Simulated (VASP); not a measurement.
Here is a VASP 6.6.1 calculation.

File INCAR:

```
SYSTEM = Cu
PREC     = Accurate       ! precision mode
ENCUT    = 520            ! plane-wave cutoff, eV
EDIFF    = 1E-6           ! SCF threshold, eV
ISMEAR   = -1             ! smearing method
SIGMA    = 0.1            ! smearing width, eV
LREAL    = .FALSE.        ! projectors in reciprocal space
LASPH    = .TRUE.         ! aspherical terms in the spheres
NELM     = 100            ! most SCF steps
ALGO     = Normal         ! electronic algorithm
ISIF     = 2              ! what is computed and relaxed
LWAVE    = .FALSE.        ! write WAVECAR
LCHARG   = .FALSE.        ! write CHGCAR
GGA      = PS             ! functional
NBANDS   = 12             ! bands
```

File KPOINTS:

```
regular mesh
0
G
  21 21 21
  0 0 0
```

POSCAR

```
Cu
1.0
    0.0000000000      1.7817812445      1.7817812445
    1.7817812445      0.0000000000      1.7817812445
    1.7817812445      1.7817812445      0.0000000000
Cu
1
Direct
    0.0000000000      0.0000000000      0.0000000000
```

Potentials or basis: VASP PAW PBE potentials, release 64 (Cu).

Run with:

```sh
$ cat potpaw_PBE.64/Cu/POTCAR > POTCAR
$ mpirun -np 1 vasp_std > vasp.out
```

(1) Estimate the pressure.

(2) What does it give for the band gap on the k mesh?

Answers

(1) 0.7 GPa.

(2) zero (an odd number of electrons rules out a gap without spin polarisation).

Caveat: the PAW data sets were made with another functional, which shifts forces and pressure a little.
